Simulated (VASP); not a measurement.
Input of a VASP 6.6.1 run:

INCAR

```
SYSTEM = W
PREC = Accurate ; ENCUT = 520
EDIFF = 1E-6 ; ISMEAR = -1
SIGMA = 0.1 ; LREAL = .False.
LASPH = .True. ; NELM = 60
ALGO = Normal ; ISIF = 2
LWAVE = .False. ; LCHARG = .True.
GGA = RP ; LELF = .True.
LVHAR = .True. ; NBANDS = 13
```

Contents of KPOINTS:

```
regular mesh
0
Gamma
  23 23 23
  0 0 0
```

The input POSCAR:

```
W
1.0
   -1.6603143315      1.6603143315      1.6603143315
    1.6603143315     -1.6603143315      1.6603143315
    1.6603143315      1.6603143315     -1.6603143315
W
1
Direct
    0.0000000000      0.0000000000      0.0000000000
```

Potentials or basis: VASP PAW PBE potentials, release 64 (W_sv).

The run is started by

```sh
$ cat potpaw_PBE.64/W_sv/POTCAR > POTCAR
$ mpirun -np 1 vasp_std > vasp.out
```

(1) What does it give for the band gap on the k mesh?

(2) Predict the pressure.

Results:

(1) zero (band 7 reaches 13.57 eV, above the bottom of band 8 at 8.54 eV).

(2) -26.0 GPa.

Caveat: the PAW data sets were made with another functional, which shifts forces and pressure a little; spin-orbit coupling is left out, which moves the levels of the heavy elements.
